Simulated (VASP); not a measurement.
# SiC (Moissanite 3C) (F-43m) in VASP: further runs

Aim: see how the results for SiC (Moissanite 3C) move with the level of theory and the settings. Levels: revPBE, RPBE. Tasks: single point.

Everything below comes from runs of VASP 6.6.1. Logs are shortened: lines on timing, memory, paths and dates and some standing lists are left out, and cuts for length are marked.

### 1 The cell of the first run

The structure is cubic, space group F-43m (No. 216). The conventional cell has a = 4.358 Å, b = 4.358 Å, c = 4.358 Å, α = 90.00°, β = 90.00°, γ = 90.00°. Within 2.5 Å of Si (site symmetry -43m) lie 4 C at 1.89 Å. Within 2.5 Å of C (site symmetry -43m) lie 4 Si at 1.89 Å.

### 2 Single point, revPBE

Input file INCAR:

```
ALGO = Normal
EDIFF = 1E-6
ENCUT = 600
GGA = RE
GGA_COMPAT = False
ISIF = 2
ISMEAR = 0
LASPH = True
LCHARG = False
LREAL = False
LWAVE = False
NBANDS = 11
NELM = 120
PREC = Accurate
SIGMA = 0.01
```

Input file KPOINTS:

```
k-points
0
Gamma
  6 6 6
```

Input file POSCAR:

```
SiC
1.0
    0.0000000000      2.1790000000      2.1790000000
    2.1790000000      0.0000000000      2.1790000000
    2.1790000000      2.1790000000      0.0000000000
Si C
1 1
Direct
    0.0000000000      0.0000000000      0.0000000000
    0.2500000000      0.2500000000      0.2500000000
```

Potentials or basis: VASP PAW PBE potentials, release 64 (Si, C).

Launch:

```console
$ cat potpaw_PBE.64/Si/POTCAR potpaw_PBE.64/C/POTCAR > POTCAR
$ mpirun -np 1 vasp_std > vasp.out
```

OUTCAR:

```text
EDIFF = 1E-6
   ENCUT = 600
   GGA = RE
   ISIF = 2
   ISMEAR = 0
   LASPH = True
   LREAL = False
   NELM = 120
   PREC = Accurate

 ion  position               nearest neighbor table
   1  0.000  0.000  0.000-   2 1.89   2 1.89   2 1.89   2 1.89
   2  0.250  0.250  0.250-   1 1.89   1 1.89   1 1.89   1 1.89

  LATTYP: Found a face centered cubic cell.
 ALAT       =     4.3580000000

  Lattice vectors:

 A1 = (   0.0000000000,   2.1790000000,   2.1790000000)
 A2 = (   2.1790000000,   0.0000000000,   2.1790000000)
 A3 = (   2.1790000000,   2.1790000000,   0.0000000000)

Analysis of symmetry for initial positions (statically):
=====================================================================
 Subroutine PRICEL returns:
 Original cell was already a primitive cell.

 Routine SETGRP: Setting up the symmetry group for a
 face centered cubic supercell.

 Subroutine GETGRP returns: Found 24 space group operations
 (whereof 24 operations were pure point group operations)
 out of a pool of 48 trial point group operations.

The static configuration has the point symmetry T_d .

Analysis of symmetry for dynamics (positions and initial velocities):
=====================================================================
 Subroutine PRICEL returns:
 Original cell was already a primitive cell.

 Routine SETGRP: Setting up the symmetry group for a
 face centered cubic supercell.

 Subroutine GETGRP returns: Found 24 space group operations
 (whereof 24 operations were pure point group operations)
 out of a pool of 48 trial point group operations.

The dynamic configuration has the point symmetry T_d .

 Subroutine INISYM returns: Found 24 space group operations
 (whereof 24 operations are pure point group operations),
 and found     1 'primitive' translations

----------------------------------------------------------------------------------------

                                     Primitive cell

  volume of cell :      20.6920

  direct lattice vectors                    reciprocal lattice vectors
     0.000000000  2.179000000  2.179000000    -0.229463056  0.229463056  0.229463056
     2.179000000  0.000000000  2.179000000     0.229463056 -0.229463056  0.229463056
     2.179000000  2.179000000  0.000000000     0.229463056  0.229463056 -0.229463056

  length of vectors
     3.081571352  3.081571352  3.081571352     0.397441672  0.397441672  0.397441672

  position of ions in fractional coordinates (direct lattice)
     0.000000000  0.000000000  0.000000000
     0.250000000  0.250000000  0.250000000

  ion indices of the primitive-cell ions
   primitive index   ion index
                 1           1
                 2           2

----------------------------------------------------------------------------------------

 KPOINTS: k-points

Automatic generation of k-mesh.
 Grid dimensions read from file:
 generate k-points for:    6    6    6

 Generating k-lattice:

  Cartesian coordinates                     Fractional coordinates (reciprocal lattice)
    -0.038243843  0.038243843  0.038243843     0.166666667  0.000000000  0.000000000
     0.038243843 -0.038243843  0.038243843     0.000000000  0.166666667  0.000000000
     0.038243843  0.038243843 -0.038243843     0.000000000  0.000000000  0.166666667

  Length of vectors
     0.066240279  0.066240279  0.066240279

  Shift w.r.t. Gamma in fractional coordinates (k-lattice)
     0.000000000  0.000000000  0.000000000

 Subroutine IBZKPT returns following result:
 ===========================================

 Found     16 irreducible k-points:

 Following reciprocal coordinates:
            Coordinates               Weight
  0.000000  0.000000  0.000000      1.000000
  0.166667  0.000000  0.000000      8.000000
  0.333333  0.000000  0.000000      8.000000
  0.500000  0.000000  0.000000      4.000000
  0.166667  0.166667  0.000000      6.000000
  0.333333  0.166667  0.000000     24.000000
[... 8 lines left out ...]
 -0.333333  0.333333  0.166667     24.000000
 -0.333333  0.500000  0.166667     12.000000
   k-points           NKPTS =     16   k-points in BZ     NKDIM =     16   number of bands    NBANDS=     11
   number of dos      NEDOS =    301   number of ions     NIONS =      2
   total plane-waves  NPLWV =  21952
   dimension x,y,z NGX =    28 NGY =   28 NGZ =   28
   dimension x,y,z NGXF=    56 NGYF=   56 NGZF=   56
   ions per type =               1   1
   NGX,Y,Z   is equivalent  to a cutoff of  15.11, 15.11, 15.11 a.u.
   NGXF,Y,Z  is equivalent  to a cutoff of  30.21, 30.21, 30.21 a.u.
 SYSTEM =  unknown system
   PREC   = accura    normal or accurate (medium, high low for compatibility)
   ISTART =      0    job   : 0-new  1-cont  2-samecut
   ICHARG =      2    charge: 1-file 2-atom 10-const
   ISPIN  =      1    spin polarized calculation?
   LNONCOLLINEAR =      F non collinear calculations
   LSORBIT =      F    spin-orbit coupling
   LASPH  =      T    aspherical Exc in radial PAW
   ENCUT  =  600.0 eV  44.10 Ry    6.64 a.u.   6.15  6.15  6.15*2*pi/ulx,y,z
   NELM   =    120;   NELMIN=  2; NELMDL= -5     # of ELM steps
   EDIFF  = 0.1E-05   stopping-criterion for ELM
   LREAL  =      F    real-space projection
   EDIFFG = 0.1E-04   stopping-criterion for IOM
   NSW    =      0    number of steps for IOM
   IBRION =     -1    ionic relax: 0-MD 1-quasi-New 2-CG
   NFREE  =      0    steps in history (QN), initial steepest desc. (CG)
   ISIF   =      2    stress and relaxation
   ISYM   =      2    0-nonsym 1-usesym 2-fastsym
   POTIM  = 0.5000    time-step for ionic-motion
   TEBEG  =    0.0;   TEEND  =   0.0 temperature during run
   PSTRESS=    0.0 pullay stress
   NELECT =       8.0000    total number of electrons
   NUPDOWN=      -1.0000    fix difference up-down
   EMIN   =  10.00;   EMAX   =-10.00  energy-range for DOS
   EFERMI =   0.00;   METHOD = LEGACY
   ISMEAR =     0;   SIGMA  =   0.01  broadening in eV -4-tet -1-fermi 0-gaus
   EFERMI_NEDOS =   21; number of points for ismear=-14 and -15
   IALGO  =     38    algorithm
   IMIX   =      4    mixing-type and parameters
     AMIX     =   0.40;   BMIX     =  1.00
     AMIX_MAG =   1.60;   BMIX_MAG =  1.00
  volume/ion in A,a.u.               =      10.35        69.82
  Fermi-wavevector in a.u.,A,eV,Ry     =   1.192626  2.253736 19.352338  1.422357
  Thomas-Fermi vector in A             =   2.328660
   LORBIT       =      0    0 simple, 1 ext, 2 COOP (PROOUT), +10 PAW based schemes
   GGA     = RE    functional components
   LHFCALC =     F    Hartree Fock is set to
   AEXX    =    0.0000 exact exchange contribution
   IVDW    =     0    specifies the selected vdW correction
   LEPSILON=     F    determine dielectric tensor
   LRPA    =     F    only Hartree local field effects (RPA)
 non-spin polarized calculation
 Gauss-broadening in eV      SIGMA  =   0.01
  energy-cutoff  :      600.00
  volume of cell :       20.69
 maximum number of plane-waves:       701
 NGX is ok and might be reduce to    28
   NGX = 13   NGY = 13   NGZ = 13

 number of electron       8.0000000 magnetization

 Free energy of the ion-electron system (eV)
  ---------------------------------------------------
  ext. energy  EPLUGINS =         0.00000000
  ---------------------------------------------------
  free energy    TOTEN  =       -14.43404907 eV

  energy without entropy =      -14.43404907  energy(sigma->0) =      -14.43404907

 E-fermi :   8.2326     XC(G=0): -11.3076

 val. band max:        8.1799515047   @ k =   0.0000   0.0000   0.0000
 cond. band min:       9.5339392222   @ k =   0.5000   0.5000   0.0000
 fundamental gap:      1.3539877175
 Fermi energy:         8.2325735216

 k-point     1 :       0.0000    0.0000    0.0000
  band No.  band energies     occupation
      1      -7.2405      2.00000
      2       8.1800      2.00000
      3       8.1800      2.00000
      4       8.1800      2.00000
      5      14.4210      0.00000
      6      15.5184      0.00000
      7      15.5184      0.00000
      8      15.5184      0.00000
      9      22.6347      0.00000
     10      22.6347      0.00000
     11      24.7974      0.00000

 k-point     2 :       0.1667    0.0000    0.0000
  band No.  band energies     occupation
      1      -6.7018      2.00000
      2       5.8071      2.00000
      3       7.8519      2.00000
      4       7.8519      2.00000
      5      14.5462      0.00000
      6      16.0348      0.00000
      7      16.0348      0.00000
      8      16.5689      0.00000
      9      21.1226      0.00000
     10      21.1226      0.00000
     11      23.8948      0.00000

 k-point     3 :       0.3333    0.0000    0.0000
  band No.  band energies     occupation
      1      -5.1786      2.00000
      2       2.0056      2.00000
      3       7.3405      2.00000
      4       7.3405      2.00000
      5      13.8931      0.00000
      6      15.8378      0.00000
      7      15.8378      0.00000
      8      18.1409      0.00000
      9      22.4488      0.00000
     10      22.4488      0.00000
     11      23.5138      0.00000

 k-point     4 :       0.5000    0.0000    0.0000
  band No.  band energies     occupation
      1      -3.6881      2.00000
      2      -0.3449      2.00000
      3       7.1327      2.00000
      4       7.1327      2.00000
      5      13.6406      0.00000
      6      15.4156      0.00000
      7      15.4156      0.00000
      8      18.2732      0.00000
      9      24.4820      0.00000
     10      25.4195      0.00000
     11      25.4195      0.00000
[... 127 lines left out ...]
 k-point    14 :       0.5000    0.3333    0.1667
  band No.  band energies     occupation
      1      -3.8996      2.00000
      2       2.2249      2.00000
      3       4.0903      2.00000
      4       5.7681      2.00000
      5      13.0845      0.00000
      6      15.9671      0.00000
      7      16.7859      0.00000
      8      19.8928      0.00000
      9      21.5420      0.00000
     10      24.9790      0.00000
     11      28.8085      0.00000

 k-point    15 :      -0.3333    0.3333    0.1667
  band No.  band energies     occupation
      1      -2.6121      2.00000
      2       0.8200      2.00000
      3       3.4755      2.00000
      4       5.0677      2.00000
      5      13.3109      0.00000
      6      16.0955      0.00000
      7      18.5438      0.00000
      8      19.4951      0.00000
      9      21.1296      0.00000
     10      24.6543      0.00000
     11      29.3937      0.00000

 k-point    16 :      -0.3333    0.5000    0.1667
  band No.  band energies     occupation
      1      -2.0815      2.00000
      2       0.9119      2.00000
      3       3.6825      2.00000
      4       3.8053      2.00000
      5      12.1755      0.00000
      6      15.3100      0.00000
      7      19.0343      0.00000
      8      20.4460      0.00000
      9      22.4169      0.00000
     10      25.8993      0.00000
     11      29.3667      0.00000

------------------------ aborting loop because EDIFF is reached ----------------------------------------

  FORCE on cell =-STRESS in cart. coord.  units (eV):
  Direction    XX          YY          ZZ          XY          YZ          ZX
  --------------------------------------------------------------------------------------
  -------------------------------------------------------------------------------------
  Total        0.6734045      0.6734045      0.6734045      0.0000000     -0.0000000     -0.0000000
  in kB       52.1416701     52.1416701     52.1416701      0.0000000     -0.0000000     -0.0000000
  external PRESSURE =      52.1416701 kB  Pullay stress =       0.0000000 kB

 VOLUME and BASIS-vectors are now :
 -----------------------------------------------------------------------------
  energy-cutoff  :      600.00
  volume of cell :       20.69
      direct lattice vectors                 reciprocal lattice vectors
     0.000000000  2.179000000  2.179000000    -0.229463056  0.229463056  0.229463056
     2.179000000  0.000000000  2.179000000     0.229463056 -0.229463056  0.229463056
     2.179000000  2.179000000  0.000000000     0.229463056  0.229463056 -0.229463056

 POSITION                                       TOTAL-FORCE (eV/Angst)
 -----------------------------------------------------------------------------------
      0.00000      0.00000      0.00000        -0.000000     -0.000000     -0.000000
      1.08950      1.08950      1.08950         0.000000      0.000000      0.000000
 -----------------------------------------------------------------------------------
    total drift:                               -0.000000     -0.000000     -0.000000

  FREE ENERGIE OF THE ION-ELECTRON SYSTEM (eV)
  ---------------------------------------------------
  free  energy   TOTEN  =       -14.4340490720 eV

  energy  without entropy=      -14.4340490720  energy(sigma->0) =      -14.43404907
```

Run time: 4.7 s. Hardware: 1 thread of AMD EPYC 9R45 (Zen 5), shared host; peak memory 0.11 GiB.

What came out:

| Item | Value |
| --- | --- |
| Free energy | -14.4340 eV |
| Pressure | 5.2 GPa |
| Band gap on the k mesh | 1.35 eV, indirect (least direct gap 4.53 eV) |

Levels at points of the mesh, in eV from the valence-band top:
```
           k point  band 1  band 2  band 3  band 4  band 5  band 6  band 7  band 8  band 9
(0.00, 0.00, 0.00)  -15.42    0.00    0.00    0.00    6.24    7.34    7.34    7.34   14.45
(0.50, 0.00, 0.00)  -11.87   -8.52   -1.05   -1.05    5.46    7.24    7.24   10.09   16.30
(0.50, 0.50, 0.00)  -10.43   -7.78   -3.18   -3.18    1.35    4.36   14.09   14.09   14.88
```

Caveat: the PAW data sets were made with another functional, which shifts forces and pressure a little.

### 3 Single point, RPBE

Input file INCAR:

```
SYSTEM = SiC
  ALGO = Normal
  EDIFF = 1E-6
  ENCUT = 600
  GGA = RP
  GGA_COMPAT = .FALSE.
  ISIF = 2
  ISMEAR = 0
  LASPH = .TRUE.
  LCHARG = .FALSE.
  LREAL = .FALSE.
  LWAVE = .FALSE.
  NBANDS = 11
  NELM = 120
  PREC = Accurate
  SIGMA = 0.01
```

Input file KPOINTS:

```
k-points
0
G
  6 6 6
  0 0 0
```

POSCAR is that of step 2.

Potentials or basis: VASP PAW PBE potentials, release 64 (Si, C).

Launch:

```console
$ cat potpaw_PBE.64/Si/POTCAR potpaw_PBE.64/C/POTCAR > POTCAR
$ mpirun -np 1 vasp_std > vasp.out
```

Run time: 4.6 s. Hardware: 1 thread of AMD EPYC 9R45 (Zen 5), shared host; peak memory 0.11 GiB.

The run converged. Its results:

| Quantity | Value |
| --- | --- |
| Free energy | -14.3052 eV |
| Pressure | 5.9 GPa |
| Band gap on the k mesh | 1.36 eV, indirect (least direct gap 4.54 eV) |

Levels at points of the mesh, in eV from the valence-band top:
```csv
k point,band 1,band 2,band 3,band 4,band 5,band 6,band 7,band 8,band 9
"(0.00, 0.00, 0.00)",-15.42,0.00,0.00,0.00,6.25,7.35,7.35,7.35,14.44
"(0.50, 0.00, 0.00)",-11.88,-8.52,-1.05,-1.05,5.47,7.24,7.24,10.11,16.34
"(0.50, 0.50, 0.00)",-10.44,-7.77,-3.18,-3.18,1.36,4.38,14.11,14.11,14.91
```

Caveat: the PAW data sets were made with another functional, which shifts forces and pressure a little. As with any semilocal functional, this RPBE gap is likely too small.
